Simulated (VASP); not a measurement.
# CdSe (F-43m) in VASP: notebook, part 2 of 2

VASP 6.6.1.

### 3 Single point, PBEsol-based screened hybrid with 25 % exact exchange

Input file POSCAR:

```
CdSe
1.0
    0.0000000000      3.0702711986      3.0702711986
    3.0702711986      0.0000000000      3.0702711986
    3.0702711986      3.0702711986      0.0000000000
Cd Se
1 1
Direct
    0.0000000000      0.0000000000      0.0000000000
    0.2500000000      0.2500000000      0.2500000000
```

Input file INCAR.step1:

```
SYSTEM = CdSe
PREC = Accurate
ENCUT = 520
EDIFF = 1E-5
ISMEAR = -1
SIGMA = 0.05
LREAL = .FALSE.
LASPH = .TRUE.
NELM = 60
ALGO = Normal
ISIF = 2
LWAVE = .TRUE.
LCHARG = .FALSE.
GGA = PE
NBANDS = 16
```

Input file INCAR.step2:

```
SYSTEM = CdSe
PREC = Accurate
ENCUT = 520
EDIFF = 1E-6
ISMEAR = -1
SIGMA = 0.05
LREAL = .FALSE.
LASPH = .TRUE.
NELM = 60
ALGO = Normal
ISIF = 2
LWAVE = .FALSE.
LCHARG = .FALSE.
GGA = PS
LHFCALC = .TRUE.
AEXX = 0.25
HFSCREEN = 0.207
PRECFOCK = Normal
ISTART = 1
NBANDS = 16
```

Input file KPOINTS:

```
regular mesh
0
G
  4 4 4
  0 0 0
```

Potentials or basis: VASP PAW PBE potentials, release 64 (Cd, Se).

Started as:

```
cat potpaw_PBE.64/Cd/POTCAR potpaw_PBE.64/Se/POTCAR > POTCAR
cp INCAR.step1 INCAR
mpirun -np 1 vasp_std > vasp.out
cp INCAR.step2 INCAR
mpirun -np 1 vasp_std > vasp.out
```

OUTCAR:

```text
SYSTEM = CdSe
   PREC = Accurate
   ENCUT = 520
   EDIFF = 1E-6
   ISMEAR = -1
   LREAL = .FALSE.
   LASPH = .TRUE.
   NELM = 60
   ISIF = 2
   GGA = PS
   LHFCALC = .TRUE.
   AEXX = 0.25
   HFSCREEN = 0.207
   PRECFOCK = Normal
   ISTART = 1

 ion  position               nearest neighbor table
   1  0.000  0.000  0.000-   2 2.66   2 2.66   2 2.66   2 2.66
   2  0.250  0.250  0.250-   1 2.66   1 2.66   1 2.66   1 2.66

  LATTYP: Found a face centered cubic cell.
 ALAT       =     6.1405423972

  Lattice vectors:

 A1 = (   0.0000000000,   3.0702711986,   3.0702711986)
 A2 = (   3.0702711986,   0.0000000000,   3.0702711986)
 A3 = (   3.0702711986,   3.0702711986,   0.0000000000)

Analysis of symmetry for initial positions (statically):
=====================================================================
 Subroutine PRICEL returns:
 Original cell was already a primitive cell.

 Routine SETGRP: Setting up the symmetry group for a
 face centered cubic supercell.

 Subroutine GETGRP returns: Found 24 space group operations
[... 151 lines left out ...]
  free energy    TOTEN  =        -7.27274744 eV

  energy without entropy =       -7.27274733  energy(sigma->0) =       -7.27274739

 E-fermi :   0.7476     XC(G=0):  -7.4489

 val. band max:        0.0438681847   @ k =   0.0000   0.0000   0.0000
 cond. band min:       1.3962333908   @ k =   0.0000   0.0000   0.0000
 fundamental gap:      1.3523652060
 Fermi energy:         0.7475524747

 k-point     1 :       0.0000    0.0000    0.0000
  band No.  band energies     occupation
      1     -13.5190      2.00000
      2      -9.0151      2.00000
      3      -9.0151      2.00000
      4      -9.0151      2.00000
      5      -8.6663      2.00000
      6      -8.6663      2.00000
[... 129 lines left out ...]
      3      -8.8358      2.00000
      4      -8.7019      2.00000
      5      -8.6606      2.00000
      6      -8.1617      2.00000
[... 8 lines left out ...]
     15      13.6611      0.00000
     16      14.2655      0.00000

------------------------ aborting loop because EDIFF is reached ----------------------------------------

  FORCE on cell =-STRESS in cart. coord.  units (eV):
  Direction    XX          YY          ZZ          XY          YZ          ZX
  --------------------------------------------------------------------------------------
  -------------------------------------------------------------------------------------
  Total       -0.5471504     -0.5471504     -0.5471504      0.0000000     -0.0000000      0.0000000
  in kB      -15.1445739    -15.1445739    -15.1445739      0.0000000     -0.0000000      0.0000000
  external PRESSURE =     -15.1445739 kB  Pullay stress =       0.0000000 kB

 VOLUME and BASIS-vectors are now :
 -----------------------------------------------------------------------------
  energy-cutoff  :      520.00
  volume of cell :       57.88
      direct lattice vectors                 reciprocal lattice vectors
     0.000000000  3.070271199  3.070271199    -0.162852063  0.162852063  0.162852063
     3.070271199  0.000000000  3.070271199     0.162852063 -0.162852063  0.162852063
     3.070271199  3.070271199  0.000000000     0.162852063  0.162852063 -0.162852063

 POSITION                                       TOTAL-FORCE (eV/Angst)
 -----------------------------------------------------------------------------------
      0.00000      0.00000      0.00000         0.000000      0.000000      0.000000
      1.53514      1.53514      1.53514        -0.000000     -0.000000     -0.000000
 -----------------------------------------------------------------------------------
    total drift:                                0.000042      0.000044      0.000026

  FREE ENERGIE OF THE ION-ELECTRON SYSTEM (eV)
  ---------------------------------------------------
  free  energy   TOTEN  =        -7.2727474403 eV

  energy  without entropy=       -7.2727473350  energy(sigma->0) =       -7.27274739
```

OUTCAR.step1:

```text
SYSTEM = CdSe
   PREC = Accurate
   ENCUT = 520
   EDIFF = 1E-5
   ISMEAR = -1
   LREAL = .FALSE.
[... 354 lines left out ...]
      0.00000      0.00000      0.00000         0.000000      0.000000      0.000000
      1.53514      1.53514      1.53514        -0.000000     -0.000000     -0.000000
 -----------------------------------------------------------------------------------
    total drift:                               -0.000001     -0.000001     -0.000000

  FREE ENERGIE OF THE ION-ELECTRON SYSTEM (eV)
  ---------------------------------------------------
  free  energy   TOTEN  =        -5.4434285921 eV

  energy  without entropy=       -5.4432648376  energy(sigma->0) =       -5.44334671
```

OSZICAR.step1:

```text
N       E                     dE             d eps       ncg     rms          rms(c)
DAV:   1     0.107115783246E+03    0.10712E+03   -0.88911E+03   264   0.997E+02
DAV:   2    -0.197903296669E+01   -0.10909E+03   -0.10431E+03   304   0.255E+02
DAV:   3    -0.582461107681E+01   -0.38456E+01   -0.38409E+01   272   0.492E+01
DAV:   4    -0.583997321837E+01   -0.15362E-01   -0.15361E-01   360   0.324E+00
DAV:   5    -0.584006160658E+01   -0.88388E-04   -0.88388E-04   280   0.211E-01    0.590E+00
DAV:   6    -0.546553527048E+01    0.37453E+00   -0.55501E-01   344   0.876E+00    0.473E+00
DAV:   7    -0.544181615008E+01    0.23719E-01   -0.14882E-01   296   0.256E+00    0.205E+00
DAV:   8    -0.544304101416E+01   -0.12249E-02   -0.14211E-02   288   0.142E+00    0.251E-01
DAV:   9    -0.544329560451E+01   -0.25459E-03   -0.14931E-03   304   0.485E-01    0.487E-02
DAV:  10    -0.544337251021E+01   -0.76906E-04   -0.16496E-04   328   0.159E-01    0.457E-02
DAV:  11    -0.544342877329E+01   -0.56263E-04   -0.91606E-05   312   0.594E-02    0.166E-02
DAV:  12    -0.544342859214E+01    0.18116E-06   -0.18025E-06   216   0.161E-02
   1 F= -.54434286E+01 E0= -.54433467E+01  d E =-.163755E-03
```

Run time: 7.8 min. Hardware: 1 thread of AMD EPYC 9R45 (Zen 5), shared host; peak memory 0.27 GiB.

What came out:

```yaml
Free_energy: -7.2727 eV
Pressure: -1.5 GPa
Band_gap_on_the_k_mesh: 1.35 eV
```

Levels at points of the mesh, in eV from the valence-band top:
```tsv
k point	band 6	band 7	band 8	band 9	band 10	band 11	band 12	band 13
(0.00, 0.00, 0.00)	-8.71	0.00	0.00	0.00	1.35	6.89	6.89	6.89
(0.50, 0.00, 0.00)	-8.40	-4.55	-0.77	-0.77	3.23	7.38	7.38	8.28
(0.50, 0.50, 0.00)	-8.32	-4.25	-1.90	-1.90	3.87	4.63	10.06	11.31
```

Caveat: the k points lie up to 0.44 Å⁻¹ apart; the PAW data sets were made with another functional, which shifts forces and pressure a little.

### 4 Single point, RPBE+D3(BJ)

This run uses another cell than the first one, of 26.25 Å³/atom.

Input file INCAR:

```
SYSTEM = CdSe
PREC = Accurate ; ENCUT = 520
EDIFF = 1E-6 ; ISMEAR = -1
SIGMA = 0.05 ; LREAL = .FALSE.
LASPH = .TRUE. ; NELM = 60
ALGO = Normal ; ISIF = 2
LWAVE = .FALSE. ; LCHARG = .FALSE.
GGA = RP ; IVDW = 12
NBANDS = 16
```

Input file KPOINTS:

```
Automatic mesh
0
G
  8 8 8
  0 0 0
```

Input file POSCAR:

```
CdSe
1.0
    0.0000000000      2.9720190406      2.9720190406
    2.9720190406      0.0000000000      2.9720190406
    2.9720190406      2.9720190406      0.0000000000
Cd Se
1 1
Direct
    0.0000000000      0.0000000000      0.0000000000
    0.2500000000      0.2500000000      0.2500000000
```

Started as:

```
cat potpaw_PBE.64/Cd/POTCAR potpaw_PBE.64/Se/POTCAR > POTCAR
mpirun -np 1 vasp_std > vasp.out
```

It took 31 s on 1 thread of Intel Xeon 8259CL, shared host; peak memory 0.19 GiB.

The run converged. Its results:

```yaml
Free_energy: -7.3995 eV
Pressure: 0.4 GPa
Band_gap_on_the_k_mesh: 0.93 eV
Dispersion_energy_per_atom: -1.392 eV
```

Levels at points of the mesh, in eV from the valence-band top:
```
           k point  band 6  band 7  band 8  band 9  band 10  band 11  band 12  band 13
(0.00, 0.00, 0.00)   -7.75    0.00    0.00    0.00     0.93     6.00     6.00     6.00
(0.50, 0.00, 0.00)   -7.39   -4.76   -0.85   -0.85     2.61     6.53     6.53     7.81
(0.50, 0.50, 0.00)   -7.31   -4.36   -2.08   -2.08     3.17     3.91     9.65    10.74
```

Caveat: the PAW data sets were made with another functional, which shifts forces and pressure a little.

### 5 Overview

| level | cell | k mesh | grid for exact exchange (PRECFOCK) | share of exact exchange | screening parameter | gap on the mesh (eV) | pressure (GPa) |
| --- | --- | --- | --- | --- | --- | --- | --- |
| HSE06 | a = 4.342 Å, angles 60.0°, 2 atoms | 4 × 4 × 4 | Normal | 0.25 | 0.2079 1/Å | 1.50 | 0.4 |
| PBEsol-based screened hybrid with 25 % exact exchange | a = 4.342 Å, angles 60.0°, 2 atoms | 4 × 4 × 4 | Normal | 0.25 | 0.207 1/Å | 1.35 | -1.5 |
| RPBE+D3(BJ) | a = 4.203 Å, angles 60.0°, 2 atoms | 8 × 8 × 8 | - | - | - | 0.93 | 0.4 |

Alike in all rows: task single point; potentials or basis VASP PAW PBE potentials, release 64 (Cd, Se); no spin polarisation; cutoff (eV) 520; smearing fermi-dirac 0.05 eV.

Caveats: some runs use coarse meshes; the PAW data sets were made with another functional, which shifts forces and pressure a little.

Absolute energies hang on the potentials; compare differences alone.
